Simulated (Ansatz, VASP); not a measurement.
**One calculation of HfBi3O, two programs**

```
Hf Bi O
1.0
     4.98596    0.00000    0.00000
     0.00000    4.98596    0.00000
     0.00000    0.00000    4.98596
Hf Bi O
1 3 1
Direct
  0.00000 0.00000 0.00000
  0.50000 0.00000 0.50000
  0.50000 0.50000 0.00000
  0.00000 0.50000 0.50000
  0.50000 0.50000 0.50000
```

Change from the starting cell: species swapped into the Pr3InO type (Pm-3m, No. 221).

Alike in both runs: task single point; functional PBE; k mesh 4 × 4 × 4; occupations gaussian, width 0.1 eV; no spin polarisation.

|  | VASP | Ansatz |
| --- | --- | --- |
| version | VASP 6.6.1 | Ansatz 0.2.0 |
| potentials or method | VASP PAW PBE potentials, release 64 (Hf_pv, Bi_d, O), cutoff 520 eV | scalar-relativistic, plane waves, PAW |
| valence electrons in the cell | 61 | 77 |

VASP gave:

| Property | Result |
| --- | --- |
| gap on the k mesh at the Fermi level (eV) | none |
| pressure (GPa) | -3.3 |

Task: Which values does Ansatz return?

Result: gap on the k mesh at the Fermi level (eV): none; pressure (GPa): -3.1.

A gap of «none» marks a metal or a gap that the smearing closes. VASP's potentials hold 61 valence electrons a cell and Ansatz's 77, so a difference there can come from the potentials and not from the codes.

Neither program's run includes spin-orbit coupling.
